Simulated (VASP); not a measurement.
**Li: single point with PBE**

Li:

```
CELL_PARAMETERS angstrom
7.31287 0.00000 0.00000
0.00000 7.31287 0.00000
0.00000 0.00000 7.31287
ATOMIC_POSITIONS crystal
Li 0.88961 0.95274 0.22415
Li 0.42941 0.98723 0.20491
Li 0.01934 0.40524 0.16539
Li 0.05434 0.11329 0.52409
Li 0.26694 0.37052 0.52900
Li 0.58396 0.43704 0.16455
Li 0.53946 0.96745 0.64624
Li 0.70429 0.27545 0.46017
Li 0.95924 0.41498 0.70250
Li 0.16606 0.84444 0.59513
Li 0.34558 0.19932 0.85791
Li 0.60311 0.55884 0.68120
Li 0.82416 0.59647 0.32288
Li 0.81588 0.09162 0.80518
Li 0.32824 0.76683 0.96836
Li 0.90417 0.74659 0.89193
```

* Program: VASP 6.6.1
* Task: single point
* Functional: PBE
* Potentials or basis: VASP PAW PBE potentials, release 64 (Li_sv)
* Cutoff: 520 eV
* k mesh: 2 × 2 × 2
* Occupations: fermi-dirac, width 0.16 eV
* Spin: no spin polarisation
* Dipole correction: no
* Further INCAR settings: LREAL = Auto; ALGO = Normal; EDIFF = 1e-06; NBANDS = 38

| Item | Value |
| --- | --- |
| Largest force | 1.351 eV/Å |
| Band gap on the k mesh | zero (band 24 reaches 0.30 eV, above the bottom of band 25 at -0.32 eV) |

Forces in eV/Å, atoms in the order of the input:
```
Li  -0.035  0.288 -0.067
Li   0.193  0.395  0.621
Li   0.554 -0.590 -0.454
Li  -0.358  0.339 -0.403
Li   0.664  0.447 -0.457
Li  -0.512 -0.177 -0.724
Li  -0.082 -0.262 -0.418
Li  -0.044 -0.529  0.035
Li   0.038  0.397  0.279
Li   0.222 -1.048  0.057
Li  -0.233  0.084  0.121
Li  -0.238  0.104  0.173
Li   0.112  0.974  0.930
Li   0.052  0.304  0.589
Li  -0.247 -0.503 -0.373
Li  -0.087 -0.224  0.091
```

Levels at points of the mesh, in eV from the Fermi level:
```
           k point  band 22  band 23  band 24  band 25  band 26  band 27
(0.00, 0.00, 0.00)    -0.81    -0.72     0.32     0.45     0.69     0.76
(0.50, 0.00, 0.00)    -0.45    -0.37    -0.32    -0.20     0.07     0.95
(0.00, 0.50, 0.00)    -0.45    -0.43    -0.39    -0.29    -0.17     0.95
(0.00, 0.00, 0.50)    -0.51    -0.43    -0.33    -0.28     0.05     1.20
(0.50, 0.50, 0.00)    -0.13    -0.09     0.05     0.13     0.25     0.37
(0.00, 0.50, 0.50)    -0.28    -0.06    -0.01     0.19     0.37     0.59
(0.50, 0.00, 0.50)    -0.16    -0.05     0.05     0.13     0.24     0.52
(0.50, 0.50, 0.50)    -1.39    -1.26    -1.12     1.44     1.59     1.78
```

Run time: 88 s on 1 thread of Intel(R) Xeon(R) Platinum 8488C (Sapphire Rapids) (shared host), peak memory 0.37 GiB.

Caveat: the k points lie up to 0.43 Å⁻¹ apart; forces of over 1 eV/Å act on the atoms, so gaps and moduli don't describe the material at rest.
